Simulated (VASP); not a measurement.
Here is a VASP 6.6.1 calculation.

INCAR

```
ALGO = Normal
EDIFF = 1E-6
EDIFFG = -0.04
ENCUT = 600
GGA = PE
IBRION = 2
ISIF = 3
ISMEAR = 0
LASPH = T
LCHARG = F
LREAL = F
LWAVE = F
NELM = 100
NSW = 90
PREC = Accurate
SIGMA = 0.1
```

The input KPOINTS:

```
k-points
0
Gamma
  6 6 2
```

POSCAR

```
Hf3Br
1.0
    3.3109151700      0.0000000000      0.0000000000
   -1.6554575900      2.8673366500      0.0000000000
    0.0000000000      0.0000000000     10.3140599100
Hf Br
3 1
Direct
    0.0000000000      0.0000000000      0.0000000000
    0.6666666700      0.3333333300      0.7616215300
    0.6666666700      0.3333333300      0.2383784700
    0.0000000000      0.0000000000      0.5000000000
```

Potentials or basis: VASP PAW PBE potentials, release 64 (Hf_pv, Br).

Command:

```bash
$ cat potpaw_PBE.64/Hf_pv/POTCAR potpaw_PBE.64/Br/POTCAR > POTCAR
$ mpirun -np 1 vasp_std > vasp.out
```

Problem. What does it give for the relaxed volume?

Solution. 21.74 Å³/atom.

Problem. What does it give for the band gap on the k mesh?

Solution. Zero (an odd number of electrons rules out a gap without spin polarisation).

Problem. Estimate the relaxed cell.

Solution. a = 3.275 Å, b = 3.275 Å, c = 9.366 Å, α = 90.00°, β = 90.00°, γ = 120.00°.

Final structure:
```cif
data_structure
_symmetry_space_group_name_H-M 'P 1'
_symmetry_Int_Tables_number 1
_cell_length_a 3.2746
_cell_length_b 3.2746
_cell_length_c 9.3662
_cell_angle_alpha 90.000
_cell_angle_beta 90.000
_cell_angle_gamma 120.000
_cell_volume 86.98
loop_
_atom_site_label
_atom_site_type_symbol
_atom_site_fract_x
_atom_site_fract_y
_atom_site_fract_z
_atom_site_occupancy
Hf1 Hf 0.00000 0.00000 0.00000 1
Hf2 Hf 0.66667 0.33333 0.73818 1
Hf3 Hf 0.66667 0.33333 0.26182 1
Br1 Br 0.00000 0.00000 0.50000 1
```

Caveat: the k points lie up to 0.37 Å⁻¹ apart in the final cell, too coarse for converged energies and pressures of a metal; spin-orbit coupling is left out, which moves the levels of the heavy elements; an odd number of electrons without spin polarisation forces a metal; a magnetic or distorted state may lie lower.
